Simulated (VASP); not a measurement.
Set up this calculation in VASP 6.6.1, as the native input.

| Item | Value |
| --- | --- |
| Task | single point |
| Functional | PBE |
| Potentials or basis | VASP PAW PBE potentials, release 64 (Te, Mo_sv) |
| Cutoff | 520 eV |
| k mesh | 9 × 9 × 2 |
| Occupations | gaussian, width 0.05 eV |
| Spin | no spin polarisation |
| Dipole correction | no |
| Further INCAR settings | ALGO = Normal; EDIFF = 1e-06; NBANDS = 35 |

The structure of Te2Mo lies in POSCAR:

```
Te2Mo
1.0
   -1.7785332447     -3.0805099428      0.0000000000
    1.7785332447     -3.0805099428      0.0000000000
    0.0000000000      0.0000000000     16.7047171722
Te Mo
4 2
Direct
    0.6666666667      0.6666666667      0.1193227270
    0.3333333333      0.3333333333      0.5744252293
    0.6666666667      0.6666666667      0.3357797754
    0.3333333333      0.3333333333      0.7908822777
    0.6666666667      0.6666666667      0.6826537535
    0.3333333333      0.3333333333      0.2275512512
```

These files were run (other wordings do the same):

INCAR

```
SYSTEM = Te2Mo
ALGO     = Normal         ! electronic algorithm
EDIFF    = 1E-6           ! SCF threshold, eV
ENCUT    = 520            ! plane-wave cutoff, eV
GGA      = PE             ! functional
ISIF     = 2              ! what is computed and relaxed
ISMEAR   = 0              ! smearing method
LASPH    = .True.         ! aspherical terms in the spheres
LCHARG   = .True.         ! write CHGCAR
LELF     = .True.         ! ELF
LREAL    = .False.        ! projectors in reciprocal space
LVHAR    = .True.       
LWAVE    = .False.        ! write WAVECAR
NBANDS   = 35             ! bands
NELM     = 80             ! most SCF steps
PREC     = Accurate       ! precision mode
SIGMA    = 0.05           ! smearing width, eV
```

KPOINTS

```
k-points
0
Gamma
  9 9 2
  0 0 0
```

Potentials or basis: VASP PAW PBE potentials, release 64 (Te, Mo_sv).

The run is started by

```console
$ cat potpaw_PBE.64/Te/POTCAR potpaw_PBE.64/Mo_sv/POTCAR > POTCAR
$ mpirun -np 1 vasp_std > vasp.out
```

Results of the run:

```
Pressure               : 0.0 GPa
Largest force          : 0.014 eV/Å
Band gap on the k mesh : 1.05 eV, direct
```

Caveat: spin-orbit coupling is left out, which moves the levels of the heavy elements; this functional lacks dispersion, which binds the layers, so the pressure and a relaxed spacing across them are unreliable.

It took 100 s on 1 thread of Intel(R) Xeon(R) 6975P-C (Granite Rapids), on a shared host, peak memory 0.37 GiB.
